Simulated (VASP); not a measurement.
A run of VASP 6.6.1:

POSCAR

```
AlGa3N4
1.0
    4.4716853600      0.0000000000      0.0000000000
    0.0000000000      4.4716853600      0.0000000000
    0.0000000000      0.0000000000      4.4716853600
Al Ga N
1 3 4
Direct
    0.0032107102      0.0091356419      0.0030573312
    0.4925810100      0.5059468964      0.0016888909
    0.5030260992      0.0046861505      0.4987077336
    0.0028642911      0.5024953395      0.5036393848
    0.7563296244      0.7472226074      0.2383561614
    0.7624369075      0.2381158209      0.7473944202
    0.2320711613      0.7499307158      0.7510652377
    0.2474801963      0.2424668276      0.2560908401
```

INCAR.step1

```
SYSTEM = AlGa3N4
PREC = Accurate
ENCUT = 520
ISMEAR = 0
SIGMA = 0.05
LREAL = .False.
LASPH = .True.
NELM = 80
NBANDS = 41
GGA = PE
ALGO = Normal
EDIFF = 1E-4
LWAVE = .True.
LCHARG = .False.
```

The input INCAR.step2:

```
SYSTEM = AlGa3N4
PREC = Accurate
ENCUT = 520
EDIFF = 1E-6
ISMEAR = 0
SIGMA = 0.05
LREAL = .False.
LASPH = .True.
NELM = 80
ALGO = Normal
ISIF = 2
LWAVE = .False.
LCHARG = .True.
METAGGA = R2SCAN
LMIXTAU = .True.
LELF = .True.
LVHAR = .True.
NBANDS = 41
ISTART = 1
```

KPOINTS

```
Automatic mesh
0
Gamma
  6 6 6
  0 0 0
```

Potentials or basis: VASP PAW PBE potentials, release 64 (Al, Ga_d, N).

The run is started by

```console
$ cat potpaw_PBE.64/Al/POTCAR potpaw_PBE.64/Ga_d/POTCAR potpaw_PBE.64/N/POTCAR > POTCAR
$ cp INCAR.step1 INCAR
$ mpirun -np 1 vasp_std > vasp.out
$ cp INCAR.step2 INCAR
$ mpirun -np 1 vasp_std > vasp.out
```

Hardware: 1 thread of Intel Xeon 8259CL (shared host).

How long does it take, and how much memory?

Wall time 43 min on 1 thread of Intel Xeon 8259CL, on a shared host, peak memory 0.42 GiB. Counts: k points 112.
